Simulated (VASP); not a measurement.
A run of VASP 6.6.1:

Contents of INCAR:

```
SYSTEM = W6CO
  ALGO = Normal
  DIPOL = 0.5 0.5 0.343
  EDIFF = 1E-7
  EDIFFG = -0.025
  ENCUT = 520
  GGA = PS
  GGA_COMPAT = .False.
  IBRION = 2
  IDIPOL = 3
  ISIF = 2
  ISMEAR = 0
  KPAR = 4
  LASPH = .True.
  LCHARG = .False.
  LDIPOL = .True.
  LREAL = .False.
  LWAVE = .False.
  NELM = 120
  NELMDL = -8
  NELMIN = 4
  NSW = 36
  PREC = Accurate
  SIGMA = 0.1
```

Contents of KPOINTS:

```
k-points
0
Gamma
  6 6 1
  0 0 0
```

The input POSCAR:

```
W6CO
1.0
    4.4611858937      0.0000000000      0.0000000000
   -2.2305929468      3.8635003149      0.0000000000
    0.0000000000      0.0000000000     20.9074398360
W C O
6 1 1
Selective dynamics
Direct
    0.6666666667      0.3333333333      0.1913194552  F F F
    0.3333333333      0.6666666667      0.2348750395  F F F
    0.0000000000      0.0000000000      0.2784306238  F F F
    0.6666666667      0.3333333333      0.3213647026  F F F
    0.3333333333      0.6666666667      0.3586767750  F F F
    0.0000000000      0.0000000000      0.3949522228  F F F
    0.3333333333      0.6666666667      0.4551715824  F F T
    0.3333333333      0.6666666667      0.5101759258  F F T
```

Potentials or basis: VASP PAW PBE potentials, release 64 (W_sv, C, O).

The run is started by

```bash
$ cat potpaw_PBE.64/W_sv/POTCAR potpaw_PBE.64/C/POTCAR potpaw_PBE.64/O/POTCAR > POTCAR
$ mpirun -np 4 vasp_std > vasp.out
```

Hardware: 4 MPI ranks on AMD EPYC 7R43 64-Core Processor (Zen 3), with other jobs on the host.

**Question.** Estimate the wall time of this run.

**Answer.** Wall time 17 min on 4 MPI ranks on AMD EPYC 7R43 64-Core Processor (Zen 3), on a shared host, peak memory 0.57 GiB a rank. Counts: scf iterations 150, k points 7, ion steps 8.
